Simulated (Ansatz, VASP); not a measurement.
## One calculation of Cr, two programs

File INCAR:

```
PREC = Accurate
ENCUT = 520
EDIFF = 1E-6
ISMEAR = -1
SIGMA = 0.05
LREAL = False
LASPH = True
NELM = 150
ALGO = Normal
ISIF = 2
LWAVE = False
LCHARG = False
ISPIN = 2
MAGMOM = -1.7 1.7
LORBIT = 11
LMAXMIX = 4
GGA = PE
NBANDS = 23
```

KPOINTS

```
regular mesh
0
Gamma
  11 11 11
```

The input POSCAR:

```
Cr
1.0
    2.9688993551      0.0000000000      0.0000000000
    0.0000000000      2.9688993551      0.0000000000
    0.0000000000      0.0000000000      2.9688993551
Cr
2
Direct
    0.0000000000      0.0000000000      0.0000000000
    0.5000000000      0.5000000000      0.5000000000
```

Input for Ansatz:

```yaml
crystal:
  lattice:
    - [2.9688993551, 0.0, 0.0]
    - [0.0, 2.9688993551, 0.0]
    - [0.0, 0.0, 2.9688993551]
  atoms:
    - { symbol: Cr, position: [0.0, 0.0, 0.0], spin: -1.7 }
    - { symbol: Cr, position: [0.5, 0.5, 0.5], spin: 1.7 }
magnetization:
  spin_polarized: true
kpoints:
  mp_grid: { grid: [11, 11, 11] }
scf:
  occupations: { method: fermi_dirac, width: 0.05 }
  lower_state_search: "off"
hamiltonian:
  xc: pbe
  pseudopotentials: { kind: all_electron, lapw: { basis_error: 0.001 } }
output:
  forces: true
  stress: true
  eigenvalues: false
  populations: true
  dos: { projected: true, de: 0.1, e_range: [-8, 5] }
```

Alike in both runs: task single point; functional PBE; k mesh 11 × 11 × 11; occupations fermi-dirac, width 0.05 eV; collinear spin.

|  | VASP | Ansatz |
| --- | --- | --- |
| version | VASP 6.6.1 | Ansatz 0.2.0 |
| potentials or method | VASP PAW PBE potentials, release 64 (Cr_pv), cutoff 520 eV | all-electron LAPW, scalar-relativistic |

```tsv
	VASP	Ansatz	Ansatz less VASP
pressure (GPa)	-13.4	-13.7	-0.31
net moment per atom (μB)	0.00	0.00	0.000
size of the moment on the site where the two differ most (μB)	1.80	1.75	-0.049
```

Site moments also hang on the region over which each program counts them. Ansatz ran all-electron here, and VASP with PAW potentials.
